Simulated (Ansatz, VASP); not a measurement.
PtS2: VASP beside Ansatz

File INCAR:

```
SYSTEM = PtS2
PREC     = Accurate       ! precision mode
ENCUT    = 520            ! plane-wave cutoff, eV
EDIFF    = 1E-6           ! SCF threshold, eV
ISMEAR   = 0              ! smearing method
SIGMA    = 0.05           ! smearing width, eV
LREAL    = .FALSE.        ! projectors in reciprocal space
LASPH    = .TRUE.         ! aspherical terms in the spheres
NELM     = 60             ! most SCF steps
ALGO     = Normal         ! electronic algorithm
ISIF     = 2              ! what is computed and relaxed
LWAVE    = .FALSE.        ! write WAVECAR
LCHARG   = .TRUE.         ! write CHGCAR
LDIPOL   = .TRUE.       
IDIPOL   = 3            
DIPOL    = 0.5 0.5 0.387
GGA      = PE             ! functional
IVDW     = 12             ! dispersion correction
LELF     = .TRUE.         ! ELF
LVHAR    = .TRUE.       
LVACPOTAV= .TRUE.       
NBANDS   = 31             ! bands
```

File KPOINTS:

```
regular mesh
0
G
  9 9 1
  0 0 0
```

Contents of POSCAR:

```
PtS2
1.0
    3.5415278079      0.0000000000      0.0000000000
   -1.7707639039      3.0670530498      0.0000000000
    0.0000000000      0.0000000000     22.4670615492
S Pt
4 2
Direct
    0.6666666667      0.3333333333      0.2002932155
    0.3333333333      0.6666666667      0.3108341854
    0.3333333333      0.8333333333      0.4639472212
    0.0000000000      1.1666666667      0.5744881911
    0.0000000000      0.0000000000      0.2555637004
   -0.3333333333      0.5000000000      0.5192177062
```

Input for Ansatz:

```yaml
crystal:
  lattice:
    - [3.5415278079, 0.0, 0.0]
    - [-1.7707639039, 3.0670530498, 0.0]
    - [0.0, 0.0, 22.4670615492]
  atoms:
    - { symbol: S, position: [0.6666666667, 0.3333333333, 0.2002932155] }
    - { symbol: Pt, position: [0.0, 0.0, 0.2555637004] }
    - { symbol: S, position: [0.3333333333, 0.6666666667, 0.3108341854] }
    - { symbol: S, position: [0.3333333333, 0.8333333333, 0.4639472212] }
    - { symbol: Pt, position: [-0.3333333333, 0.5, 0.5192177062] }
    - { symbol: S, position: [0.0, 1.1666666667, 0.5744881911] }
basis:
  ecutwfc: 420
kpoints:
  mp_grid: { grid: [9, 9, 1] }
hamiltonian:
  xc: pbe
  pseudopotentials: { kind: paw, azcp: { folder: soft_1 } }
  dispersion: d3bj
scf:
  occupations: { method: gaussian, width: 0.05 }
output:
  forces: true
  eigenvalues: true
efield:
  axis: 3
  dipole_correction: true
  ramp_width: 0.04
```

Alike in both runs: task single point; functional PBE; dispersion D3(BJ); k mesh 9 × 9 × 1; occupations gaussian, width 0.05 eV; no spin polarisation.

```csv
,VASP,Ansatz
version,VASP 6.6.1,Ansatz 0.2.0
potentials or method,"VASP PAW PBE potentials, release 64 (S, Pt), cutoff 520 eV","scalar-relativistic, plane waves, PAW"
valence electrons in the cell,44,60
```

```csv
,VASP,Ansatz,Ansatz less VASP
gap on the k mesh at the Fermi level (eV),1.36,1.36,-0.007
least direct gap on the mesh (eV),1.48,1.47,-0.008
rms of the force components (eV/Å),0.033,0.023,-0.0104
```

VASP's potentials hold 44 valence electrons a cell and Ansatz's 60, so a difference there can come from the potentials and not from the codes.

Neither program's run includes spin-orbit coupling.
